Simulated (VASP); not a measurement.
Input of a VASP 6.6.1 run:

The input INCAR:

```
SYSTEM = SrB
PREC     = Accurate       ! precision mode
ENCUT    = 520            ! plane-wave cutoff, eV
EDIFF    = 1E-6           ! SCF threshold, eV
ISMEAR   = 0              ! smearing method
SIGMA    = 0.05           ! smearing width, eV
LREAL    = .False.        ! projectors in reciprocal space
LASPH    = .True.         ! aspherical terms in the spheres
NELM     = 80             ! most SCF steps
ALGO     = Normal         ! electronic algorithm
ISIF     = 2              ! what is computed and relaxed
LWAVE    = .False.        ! write WAVECAR
LCHARG   = .False.        ! write CHGCAR
GGA      = PS             ! functional
NBANDS   = 14             ! bands
```

File KPOINTS:

```
Automatic mesh
0
Gamma
  10 10 10
  0 0 0
```

POSCAR

```
SrB
1.0
    0.0000000000      2.9011683516      2.9011683516
    2.9011683516      0.0000000000      2.9011683516
    2.9011683516      2.9011683516      0.0000000000
Sr B
1 1
Direct
    0.5000000000      0.5000000000      0.5000000000
    0.0000000000      0.0000000000      0.0000000000
```

Potentials or basis: VASP PAW PBE potentials, release 64 (Sr_sv, B).

Launch:

```console
$ cat potpaw_PBE.64/Sr_sv/POTCAR potpaw_PBE.64/B/POTCAR > POTCAR
$ mpirun -np 1 vasp_std > vasp.out
```

**Question.** What does it give for the pressure?

**Answer.** 1.8 GPa.

Caveat: the PAW data sets were made with another functional, which shifts forces and pressure a little.
